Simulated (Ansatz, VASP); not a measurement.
**One calculation of AgSb3, two programs**

Contents of INCAR:

```
PREC = Accurate
ENCUT = 520
EDIFF = 1E-7
ISMEAR = 0
SIGMA = 0.1
LREAL = False
LASPH = True
NELM = 100
ALGO = Normal
ISIF = 2
LWAVE = False
LCHARG = True
GGA = PE
LELF = True
LVHAR = True
NBANDS = 21
```

KPOINTS

```
Automatic mesh
0
Gamma
  4 4 4
```

POSCAR

```
AgSb3
1.0
    4.6540948451      0.0000000000      0.0000000000
    0.0000000000      4.6540948451      0.0000000000
    0.0000000000      0.0000000000      4.6540948451
Ag Sb
1 3
Direct
    0.0000000000      0.0000000000      0.0000000000
    0.0000000000      0.5000000000      0.5000000000
    0.5000000000      0.0000000000      0.5000000000
    0.5000000000      0.5000000000      0.0000000000
```

Input for Ansatz:

```yaml
crystal:
  lattice:
    - [4.6540948451, 0.0, 0.0]
    - [0.0, 4.6540948451, 0.0]
    - [0.0, 0.0, 4.6540948451]
  atoms:
    - { symbol: Ag, position: [0.0, 0.0, 0.0] }
    - { symbol: Sb, position: [0.0, 0.5, 0.5] }
    - { symbol: Sb, position: [0.5, 0.0, 0.5] }
    - { symbol: Sb, position: [0.5, 0.5, 0.0] }
basis:
  ecutwfc: 420
kpoints:
  mp_grid: { grid: [4, 4, 4] }
hamiltonian:
  xc: pbe
scf:
  occupations: { method: gaussian, width: 0.1 }
  lower_state_search: "off"
output:
  forces: true
  stress: true
  eigenvalues: true
```

Alike in both runs: task single point; functional PBE; k mesh 4 × 4 × 4; occupations gaussian, width 0.1 eV; no spin polarisation.

```csv
,VASP,Ansatz
version,VASP 6.6.1,Ansatz 0.2.0
potentials or method,"VASP PAW PBE potentials, release 64 (Ag, Sb), cutoff 520 eV","scalar-relativistic, plane waves, PAW"
valence electrons in the cell,26,64
```

|  | VASP | Ansatz | Ansatz less VASP |
| --- | --- | --- | --- |
| gap on the k mesh at the Fermi level (eV) | none | none | - |
| pressure (GPa) | 0.9 | 1.0 | +0.11 |

A gap of «none» marks a metal or a gap that the smearing closes. VASP's potentials hold 26 valence electrons a cell and Ansatz's 64, so a difference there can come from the potentials and not from the codes.

Neither program's run includes spin-orbit coupling.
